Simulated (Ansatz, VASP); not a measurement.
One calculation of HfSi, two programs

```
CELL_PARAMETERS angstrom
0.00000 3.75606 -5.20200
0.00000 3.75606 5.20200
6.82654 0.00000 0.00000
ATOMIC_POSITIONS crystal
Hf 0.06194 0.18806 0.17552
Hf 0.56194 0.68806 0.17552
Hf 0.06194 0.68806 0.32448
Hf 0.56194 0.18806 0.32448
Hf 0.93806 0.31194 0.67552
Hf 0.43806 0.81194 0.67552
Hf 0.93806 0.81194 0.82448
Hf 0.43806 0.31194 0.82448
Si 0.80479 0.44521 0.04310
Si 0.30479 0.94521 0.04310
Si 0.30479 0.44521 0.45690
Si 0.80479 0.94521 0.45690
Si 0.69521 0.55479 0.54310
Si 0.19521 0.05479 0.54310
Si 0.19521 0.55479 0.95690
Si 0.69521 0.05479 0.95690
```

Alike in both runs: functional PBEsol; k mesh 6 × 6 × 6; occupations gaussian, width 0.1 eV; no spin polarisation.

Ansatz relaxed the structure, and its values are those at the end. VASP's run is a single point on that final structure, the one shown.

|  | VASP | Ansatz |
| --- | --- | --- |
| version | VASP 6.6.1 | Ansatz 0.2.0 |
| potentials or method | VASP PAW PBE potentials, release 64 (Hf_pv, Si), cutoff 520 eV | scalar-relativistic, plane waves, PAW |
| valence electrons in the cell | 112 | 240 |

```csv
,VASP,Ansatz,Ansatz less VASP
gap on the k mesh at the Fermi level (eV),none,none,-
pressure (GPa),0.1,0.0,-0.09
rms of the force components (eV/Å),0.006,0.006,-0.0001
```

VASP's potentials were made for PBE, not for PBEsol. A gap of «none» marks a metal or a gap that the smearing closes. With one functional, cell and mesh, what is left measures potentials, basis and numerics. VASP's potentials hold 112 valence electrons a cell and Ansatz's 240, so a difference there can come from the potentials and not from the codes.

Neither program's run includes spin-orbit coupling.
